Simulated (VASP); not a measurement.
# Si (Fd-3m) in VASP: notebook

Aim: see how the results for Si move with the level of theory and the settings. Levels: BLYP, r2SCAN+D3(BJ). Tasks: single point.

Program: VASP 6.6.1. These are calculated values, not measurements. Logs are shortened: lines on timing, memory, paths and dates and some standing lists are left out, and cuts for length are marked.

## 1. The cell of the first run

It takes space group Fd-3m (No. 227, cubic). Conventional cell: a = 5.550 Å, b = 5.550 Å, c = 5.550 Å, α = 90.00°, β = 90.00°, γ = 90.00°. Within 3.2 Å of Si (site symmetry -43m) lie 4 Si at 2.40 Å.

## 2. Single point, BLYP

INCAR

```
AGGAC = 1.0
AGGAX = 1.0
ALDAC = 0.0
ALDAX = 1.0
ALGO = Normal
EDIFF = 1E-6
ENCUT = 520
GGA = B5
ISIF = 2
ISMEAR = -1
LASPH = True
LCHARG = False
LREAL = False
LWAVE = False
NBANDS = 11
NELM = 60
PREC = Accurate
SIGMA = 0.05
```

KPOINTS

```
k-points
0
Gamma
  8 8 8
```

POSCAR

```
Si
1.0
    0.0000000000      2.7752343705      2.7752343705
    2.7752343705      0.0000000000      2.7752343705
    2.7752343705      2.7752343705      0.0000000000
Si
2
Direct
    0.5000000000      0.5000000000      0.5000000000
    0.7500000000      0.7500000000      0.7500000000
```

Potentials or basis: VASP PAW PBE potentials, release 64 (Si).

Launch:

```console
$ cat potpaw_PBE.64/Si/POTCAR > POTCAR
$ mpirun -np 1 vasp_std > vasp.out
```

OUTCAR:

```text
EDIFF = 1E-6
   ENCUT = 520
   GGA = B5
   ISIF = 2
   ISMEAR = -1
   LASPH = True
   LREAL = False
   NELM = 60
   PREC = Accurate

 ion  position               nearest neighbor table
   1  0.500  0.500  0.500-   2 2.40   2 2.40   2 2.40   2 2.40
   2  0.750  0.750  0.750-   1 2.40   1 2.40   1 2.40   1 2.40

  LATTYP: Found a face centered cubic cell.
 ALAT       =     5.5504687410

  Lattice vectors:

 A1 = (   0.0000000000,   2.7752343705,   2.7752343705)
 A2 = (   2.7752343705,   0.0000000000,   2.7752343705)
 A3 = (   2.7752343705,   2.7752343705,   0.0000000000)

Analysis of symmetry for initial positions (statically):
=====================================================================
 Subroutine PRICEL returns:
 Original cell was already a primitive cell.

 Routine SETGRP: Setting up the symmetry group for a
 face centered cubic supercell.

 Subroutine GETGRP returns: Found 48 space group operations
 (whereof 24 operations were pure point group operations)
 out of a pool of 48 trial point group operations.

The static configuration has the point symmetry T_d .
 The point group associated with its full space group is O_h .

Analysis of symmetry for dynamics (positions and initial velocities):
=====================================================================
 Subroutine PRICEL returns:
 Original cell was already a primitive cell.

 Routine SETGRP: Setting up the symmetry group for a
 face centered cubic supercell.

 Subroutine GETGRP returns: Found 48 space group operations
 (whereof 24 operations were pure point group operations)
 out of a pool of 48 trial point group operations.

The dynamic configuration has the point symmetry T_d .
 The point group associated with its full space group is O_h .

 Subroutine INISYM returns: Found 48 space group operations
 (whereof 24 operations are pure point group operations),
 and found     1 'primitive' translations

----------------------------------------------------------------------------------------

                                     Primitive cell

  volume of cell :      42.7493

  direct lattice vectors                    reciprocal lattice vectors
     0.000000000  2.775234371  2.775234371    -0.180164964  0.180164964  0.180164964
     2.775234371  0.000000000  2.775234371     0.180164964 -0.180164964  0.180164964
     2.775234371  2.775234371  0.000000000     0.180164964  0.180164964 -0.180164964

  length of vectors
     3.924774086  3.924774086  3.924774086     0.312054871  0.312054871  0.312054871

  position of ions in fractional coordinates (direct lattice)
     0.500000000  0.500000000  0.500000000
     0.750000000  0.750000000  0.750000000

  ion indices of the primitive-cell ions
   primitive index   ion index
                 1           1
                 2           2

----------------------------------------------------------------------------------------

 KPOINTS: k-points

Automatic generation of k-mesh.
 Grid dimensions read from file:
 generate k-points for:    8    8    8

 Generating k-lattice:

  Cartesian coordinates                     Fractional coordinates (reciprocal lattice)
    -0.022520620  0.022520620  0.022520620     0.125000000  0.000000000  0.000000000
     0.022520620 -0.022520620  0.022520620     0.000000000  0.125000000  0.000000000
     0.022520620  0.022520620 -0.022520620     0.000000000  0.000000000  0.125000000

  Length of vectors
     0.039006859  0.039006859  0.039006859

  Shift w.r.t. Gamma in fractional coordinates (k-lattice)
     0.000000000  0.000000000  0.000000000

 Subroutine IBZKPT returns following result:
 ===========================================

 Found     29 irreducible k-points:

 Following reciprocal coordinates:
            Coordinates               Weight
  0.000000  0.000000  0.000000      1.000000
  0.125000  0.000000  0.000000      8.000000
  0.250000  0.000000  0.000000      8.000000
  0.375000  0.000000  0.000000      8.000000
  0.500000  0.000000  0.000000      4.000000
  0.125000  0.125000  0.000000      6.000000
[... 16 lines left out ...]
  0.500000  0.250000  0.125000     48.000000
 -0.375000  0.250000  0.125000     24.000000
 [... further k-points ...]
   k-points           NKPTS =     29   k-points in BZ     NKDIM =     29   number of bands    NBANDS=     11
   number of dos      NEDOS =    301   number of ions     NIONS =      2
   total plane-waves  NPLWV =  27000
   dimension x,y,z NGX =    30 NGY =   30 NGZ =   30
   dimension x,y,z NGXF=    60 NGYF=   60 NGZF=   60
   ions per type =               2
   NGX,Y,Z   is equivalent  to a cutoff of  12.71, 12.71, 12.71 a.u.
   NGXF,Y,Z  is equivalent  to a cutoff of  25.41, 25.41, 25.41 a.u.
 SYSTEM =  unknown system
   PREC   = accura    normal or accurate (medium, high low for compatibility)
   ISTART =      0    job   : 0-new  1-cont  2-samecut
   ICHARG =      2    charge: 1-file 2-atom 10-const
   ISPIN  =      1    spin polarized calculation?
   LNONCOLLINEAR =      F non collinear calculations
   LSORBIT =      F    spin-orbit coupling
   LASPH  =      T    aspherical Exc in radial PAW
   ENCUT  =  520.0 eV  38.22 Ry    6.18 a.u.   7.30  7.30  7.30*2*pi/ulx,y,z
   NELM   =     60;   NELMIN=  2; NELMDL= -5     # of ELM steps
   EDIFF  = 0.1E-05   stopping-criterion for ELM
   LREAL  =      F    real-space projection
   EDIFFG = 0.1E-04   stopping-criterion for IOM
   NSW    =      0    number of steps for IOM
   IBRION =     -1    ionic relax: 0-MD 1-quasi-New 2-CG
   NFREE  =      0    steps in history (QN), initial steepest desc. (CG)
   ISIF   =      2    stress and relaxation
   ISYM   =      2    0-nonsym 1-usesym 2-fastsym
   POTIM  = 0.5000    time-step for ionic-motion
   TEBEG  =    0.0;   TEEND  =   0.0 temperature during run
   PSTRESS=    0.0 pullay stress
   NELECT =       8.0000    total number of electrons
   NUPDOWN=      -1.0000    fix difference up-down
   EMIN   =  10.00;   EMAX   =-10.00  energy-range for DOS
   EFERMI =   0.00;   METHOD = LEGACY
   ISMEAR =    -1;   SIGMA  =   0.05  broadening in eV -4-tet -1-fermi 0-gaus
   EFERMI_NEDOS =   21; number of points for ismear=-14 and -15
   IALGO  =     38    algorithm
   IMIX   =      4    mixing-type and parameters
     AMIX     =   0.40;   BMIX     =  1.00
     AMIX_MAG =   1.60;   BMIX_MAG =  1.00
  volume/ion in A,a.u.               =      21.37       144.24
  Fermi-wavevector in a.u.,A,eV,Ry     =   0.936401  1.769541 11.930223  0.876847
  Thomas-Fermi vector in A             =   2.063407
   LORBIT       =      0    0 simple, 1 ext, 2 COOP (PROOUT), +10 PAW based schemes
   GGA     = B5    functional components
   LHFCALC =     F    Hartree Fock is set to
   AEXX    =    0.0000 exact exchange contribution
   IVDW    =     0    specifies the selected vdW correction
   LEPSILON=     F    determine dielectric tensor
   LRPA    =     F    only Hartree local field effects (RPA)
 non-spin polarized calculation
  energy-cutoff  :      520.00
  volume of cell :       42.75
 maximum number of plane-waves:      1174
 NGX is ok and might be reduce to    30
   NGX = 15   NGY = 15   NGZ = 15

 number of electron       8.0000000 magnetization

 Free energy of the ion-electron system (eV)
  ---------------------------------------------------
  ext. energy  EPLUGINS =         0.00000000
  ---------------------------------------------------
  free energy    TOTEN  =        -9.48773710 eV

  energy without entropy =       -9.48773533  energy(sigma->0) =       -9.48773622

 E-fermi :   6.0244     XC(G=0):  -8.5051

 val. band max:        5.5796501795   @ k =   0.0000   0.0000   0.0000
 cond. band min:       6.5059380123   @ k =   0.3750   0.3750   0.0000
 fundamental gap:      0.9262878328
 Fermi energy:         6.0244474201

 k-point     1 :       0.0000    0.0000    0.0000
  band No.  band energies     occupation
      1      -5.8664      2.00000
      2       5.5797      1.99973
      3       5.5797      1.99973
      4       5.5797      1.99973
      5       8.1482      0.00000
      6       8.2447      0.00000
      7       8.2447      0.00000
      8       8.2447      0.00000
      9      13.4648      0.00000
     10      13.4648      0.00000
     11      13.5943      0.00000

 k-point     2 :       0.1250    0.0000    0.0000
  band No.  band energies     occupation
      1      -5.6755      2.00000
      2       4.0170      2.00000
      3       5.3215      2.00000
      4       5.3215      2.00000
      5       7.9466      0.00000
      6       8.6311      0.00000
      7       8.6311      0.00000
      8       9.7438      0.00000
      9      13.0266      0.00000
     10      13.0266      0.00000
     11      14.3256      0.00000

 k-point     3 :       0.2500    0.0000    0.0000
  band No.  band energies     occupation
      1      -5.1208      2.00000
      2       1.8141      2.00000
      3       4.8848      2.00000
      4       4.8848      2.00000
      5       7.4642      0.00000
      6       9.1569      0.00000
      7       9.1569      0.00000
      8      11.9846      0.00000
      9      12.9598      0.00000
     10      12.9598      0.00000
     11      14.6876      0.00000

 k-point     4 :       0.3750    0.0000    0.0000
  band No.  band energies     occupation
      1      -4.2997      2.00000
      2      -0.0715      2.00000
      3       4.5732      2.00000
      4       4.5732      2.00000
      5       7.1030      0.00000
      6       9.1903      0.00000
      7       9.1903      0.00000
      8      13.5406      0.00000
      9      14.2050      0.00000
     10      14.2050      0.00000
     11      14.8688      0.00000
[... 239 lines left out ...]
 k-point    22 :       0.3750    0.2500    0.1250
  band No.  band energies     occupation
      1      -4.6266      2.00000
      2       1.3586      2.00000
      3       3.1402      2.00000
      4       4.2754      2.00000
      5       8.1565      0.00000
      6       9.2979      0.00000
      7      10.0073      0.00000
      8      10.9731      0.00000
      9      13.2568      0.00000
     10      15.4837      0.00000
     11      16.4918      0.00000

 k-point    23 :       0.5000    0.2500    0.1250
  band No.  band energies     occupation
      1      -3.8090      2.00000
      2      -0.0717      2.00000
      3       2.5506      2.00000
      4       3.8332      2.00000
      5       8.5402      0.00000
      6       9.1938      0.00000
      7      10.6170      0.00000
      8      11.4470      0.00000
      9      14.4447      0.00000
     10      15.1278      0.00000
     11      17.5264      0.00000

 k-point    24 :      -0.3750    0.2500    0.1250
  band No.  band energies     occupation
      1      -3.2271      2.00000
      2      -0.9172      2.00000
      3       2.4112      2.00000
      4       3.6307      2.00000
      5       8.6086      0.00000
      6       8.9432      0.00000
      7      11.3819      0.00000
      8      12.7098      0.00000
      9      12.8122      0.00000
     10      16.0959      0.00000
     11      16.9532      0.00000

 [... further k-points ...]
[... 5 lines left out ...]
  --------------------------------------------------------------------------------------
  -------------------------------------------------------------------------------------
  Total       -0.1648567     -0.1648567     -0.1648567     -0.0000000      0.0000000     -0.0000000
  in kB       -6.1785725     -6.1785725     -6.1785725     -0.0000000      0.0000000     -0.0000000
  external PRESSURE =      -6.1785725 kB  Pullay stress =       0.0000000 kB

 VOLUME and BASIS-vectors are now :
 -----------------------------------------------------------------------------
  energy-cutoff  :      520.00
  volume of cell :       42.75
      direct lattice vectors                 reciprocal lattice vectors
     0.000000000  2.775234371  2.775234371    -0.180164964  0.180164964  0.180164964
     2.775234371  0.000000000  2.775234371     0.180164964 -0.180164964  0.180164964
     2.775234371  2.775234371  0.000000000     0.180164964  0.180164964 -0.180164964

 POSITION                                       TOTAL-FORCE (eV/Angst)
 -----------------------------------------------------------------------------------
      2.77523      2.77523      2.77523        -0.000000     -0.000000     -0.000000
      4.16285      4.16285      4.16285         0.000000      0.000000      0.000000
 -----------------------------------------------------------------------------------
    total drift:                                0.000000      0.000000      0.000000

  FREE ENERGIE OF THE ION-ELECTRON SYSTEM (eV)
  ---------------------------------------------------
  free  energy   TOTEN  =        -9.4877370959 eV

  energy  without entropy=       -9.4877353346  energy(sigma->0) =       -9.48773622
```

It took 37 s on 1 thread of AMD EPYC 7R13, shared host; peak memory 0.13 GiB.

Results:

* Free energy: -9.4877 eV
* Pressure: -0.6 GPa
* Band gap on the k mesh: 0.93 eV, indirect (least direct gap 2.51 eV)

Levels at points of the mesh, in eV from the valence-band top:
```csv
k point,band 1,band 2,band 3,band 4,band 5,band 6,band 7,band 8
"(0.00, 0.00, 0.00)",-11.45,0.00,0.00,0.00,2.57,2.67,2.67,2.67
"(0.50, 0.00, 0.00)",-9.31,-6.58,-1.11,-1.11,1.40,3.54,3.54,7.96
"(0.50, 0.50, 0.00)",-7.58,-7.58,-2.61,-2.61,1.06,1.06,9.60,9.60
```

Caveat: the PAW data sets were made with another functional, which shifts forces and pressure a little. A k mesh can miss the band edges.

## 3. Single point, r2SCAN+D3(BJ)

This run uses another cell than the first one, of 18.95 Å³/atom, 0.887 times its volume.

POSCAR

```
Si
1.0
    0.0000000000      2.6662876123      2.6662876123
    2.6662876123      0.0000000000      2.6662876123
    2.6662876123      2.6662876123      0.0000000000
Si
2
Direct
    0.5000000000      0.5000000000      0.5000000000
    0.7500000000      0.7500000000      0.7500000000
```

INCAR.step1

```
SYSTEM = Si
PREC = Accurate
ENCUT = 520
ISMEAR = -1
SIGMA = 0.05
LREAL = .False.
LASPH = .True.
NELM = 60
NBANDS = 11
GGA = PE
ALGO = Normal
EDIFF = 1E-4
LWAVE = .True.
LCHARG = .False.
```

INCAR.step2

```
SYSTEM = Si
PREC = Accurate
ENCUT = 520
EDIFF = 1E-6
ISMEAR = -1
SIGMA = 0.05
LREAL = .False.
LASPH = .True.
NELM = 60
ALGO = Normal
ISIF = 2
LWAVE = .False.
LCHARG = .False.
METAGGA = R2SCAN
LMIXTAU = .True.
IVDW = 12
VDW_S6 = 1.0
VDW_S8 = 0.78981345
VDW_A1 = 0.49484001
VDW_A2 = 5.73083694
NBANDS = 11
ISTART = 1
```

KPOINTS

```
Automatic mesh
0
Gamma
  8 8 8
  0 0 0
```

Potentials or basis: VASP PAW PBE potentials, release 64 (Si).

Launch:

```console
$ cat potpaw_PBE.64/Si/POTCAR > POTCAR
$ cp INCAR.step1 INCAR
$ mpirun -np 1 vasp_std > vasp.out
$ cp INCAR.step2 INCAR
$ mpirun -np 1 vasp_std > vasp.out
```

It took 1.8 min on 1 thread of AMD EPYC 7R13, shared host; peak memory 0.13 GiB.

Results (log left out):

```
Free energy                : -17.8117 eV
Pressure                   : 5.4 GPa
Band gap on the k mesh     : 0.72 eV, indirect (least direct gap 2.78 eV)
Dispersion energy per atom : -0.155 eV
```

Levels at points of the mesh, in eV from the valence-band top:
```tsv
k point	band 2	band 3	band 4	band 5	band 6	band 7
(0.00, 0.00, 0.00)	0.00	0.00	0.00	2.78	2.78	2.78
(0.50, 0.00, 0.00)	-7.55	-1.32	-1.32	2.10	3.56	3.56
(0.50, 0.50, 0.00)	-8.35	-3.17	-3.17	0.81	0.81	11.39
```

Caveat: the PAW data sets were made with another functional, which shifts forces and pressure a little. A k mesh can miss the band edges.

## 4. Single point, r2SCAN+D3(BJ)

This run uses another cell than the first one, of 19.36 Å³/atom, 0.906 times its volume.

POSCAR

```
Si
1.0
    0.0000000000      2.6850649043      2.6850649043
    2.6850649043      0.0000000000      2.6850649043
    2.6850649043      2.6850649043      0.0000000000
Si
2
Direct
    0.5000000000      0.5000000000      0.5000000000
    0.7500000000      0.7500000000      0.7500000000
```

INCAR.step1

```
PREC = Accurate
ENCUT = 520
ISMEAR = -1
SIGMA = 0.05
LREAL = False
LASPH = True
NELM = 60
NBANDS = 11
GGA = PE
ALGO = Normal
EDIFF = 1E-4
LWAVE = True
LCHARG = False
```

INCAR.step2

```
PREC = Accurate
ENCUT = 520
EDIFF = 1E-6
ISMEAR = -1
SIGMA = 0.05
LREAL = False
LASPH = True
NELM = 60
ALGO = Normal
ISIF = 2
LWAVE = False
LCHARG = False
METAGGA = R2SCAN
LMIXTAU = True
IVDW = 12
VDW_S6 = 1.0
VDW_S8 = 0.78981345
VDW_A1 = 0.49484001
VDW_A2 = 5.73083694
NBANDS = 11
ISTART = 1
```

KPOINTS

```
Automatic mesh
0
Gamma
  8 8 8
```

Launch:

```console
$ cat potpaw_PBE.64/Si/POTCAR > POTCAR
$ cp INCAR.step1 INCAR
$ mpirun -np 1 vasp_std > vasp.out
$ cp INCAR.step2 INCAR
$ mpirun -np 1 vasp_std > vasp.out
```

Wall time 96 s (1 thread of AMD EPYC 7R13, shared host); peak memory 0.13 GiB.

The run converged. Its results:

```
Free energy                : -17.8324 eV
Pressure                   : 2.9 GPa
Band gap on the k mesh     : 0.76 eV, indirect (least direct gap 2.77 eV)
Dispersion energy per atom : -0.152 eV
```

Levels at points of the mesh, in eV from the valence-band top:
```tsv
k point	band 1	band 2	band 3	band 4	band 5	band 6	band 7	band 8	band 9
(0.00, 0.00, 0.00)	-12.77	0.00	0.00	0.00	2.77	2.77	2.77	4.41	8.14
(0.50, 0.00, 0.00)	-10.23	-7.44	-1.30	-1.30	2.02	3.57	3.57	8.40	11.25
(0.50, 0.50, 0.00)	-8.27	-8.27	-3.11	-3.11	0.85	0.85	11.20	11.20	11.73
```

Caveat: the PAW data sets were made with another functional, which shifts forces and pressure a little.

## 5. Single point, r2SCAN+D3(BJ)

This run uses another cell than the first one, of 19.76 Å³/atom, 0.925 times its volume.

POSCAR

```
Si
1.0
    0.0000000000      2.7035831784      2.7035831784
    2.7035831784      0.0000000000      2.7035831784
    2.7035831784      2.7035831784      0.0000000000
Si
2
Direct
    0.5000000000      0.5000000000      0.5000000000
    0.7500000000      0.7500000000      0.7500000000
```

INCAR.step1

```
SYSTEM = Si
PREC = Accurate
ENCUT = 520
ISMEAR = -1
SIGMA = 0.05
LREAL = .FALSE.
LASPH = .TRUE.
NELM = 60
NBANDS = 11
GGA = PE
ALGO = Normal
EDIFF = 1E-4
LWAVE = .TRUE.
LCHARG = .FALSE.
```

INCAR.step2

```
SYSTEM = Si
PREC = Accurate
ENCUT = 520
EDIFF = 1E-6
ISMEAR = -1
SIGMA = 0.05
LREAL = .FALSE.
LASPH = .TRUE.
NELM = 60
ALGO = Normal
ISIF = 2
LWAVE = .FALSE.
LCHARG = .FALSE.
METAGGA = R2SCAN
LMIXTAU = .TRUE.
IVDW = 12
VDW_S6 = 1.0
VDW_S8 = 0.78981345
VDW_A1 = 0.49484001
VDW_A2 = 5.73083694
NBANDS = 11
ISTART = 1
```

KPOINTS

```
Automatic mesh
0
G
  8 8 8
  0 0 0
```

Launch:

```console
$ cat potpaw_PBE.64/Si/POTCAR > POTCAR
$ cp INCAR.step1 INCAR
$ mpirun -np 1 vasp_std > vasp.out
$ cp INCAR.step2 INCAR
$ mpirun -np 1 vasp_std > vasp.out
```

Run time: 96 s. Hardware: 1 thread of AMD EPYC 7R13, shared host; peak memory 0.13 GiB.

Results (log left out):

```
Free energy                : -17.8415 eV
Pressure                   : 0.7 GPa
Band gap on the k mesh     : 0.79 eV, indirect (least direct gap 2.76 eV)
Dispersion energy per atom : -0.149 eV
```

Levels at points of the mesh, in eV from the valence-band top:
| k point | band 2 | band 3 | band 4 | band 5 | band 6 | band 7 |
| --- | --- | --- | --- | --- | --- | --- |
| (0.00, 0.00, 0.00) | 0.00 | 0.00 | 0.00 | 2.76 | 2.76 | 2.76 |
| (0.50, 0.00, 0.00) | -7.33 | -1.29 | -1.29 | 1.94 | 3.58 | 3.58 |
| (0.50, 0.50, 0.00) | -8.20 | -3.05 | -3.05 | 0.90 | 0.90 | 11.00 |

Caveat: the PAW data sets were made with another functional, which shifts forces and pressure a little.

## 6. Overview

| level | cell | gap on the mesh (eV) | pressure (GPa) |
| --- | --- | --- | --- |
| BLYP | a = 3.925 Å, angles 60.0°, 2 atoms | 0.93 | -0.6 |
| r2SCAN+D3(BJ) | a = 3.771 Å, angles 60.0°, 2 atoms | 0.72 | 5.4 |
| r2SCAN+D3(BJ) | a = 3.797 Å, angles 60.0°, 2 atoms | 0.76 | 2.9 |
| r2SCAN+D3(BJ) | a = 3.823 Å, angles 60.0°, 2 atoms | 0.79 | 0.7 |

Alike in all rows: task single point; potentials or basis VASP PAW PBE potentials, release 64 (Si); no spin polarisation; k mesh 8 × 8 × 8; cutoff (eV) 520; smearing fermi-dirac 0.05 eV.

Caveats: the PAW data sets were made with another functional, which shifts forces and pressure a little.

Total energies depend on the potentials used, so only differences within one code and one set of settings carry meaning.
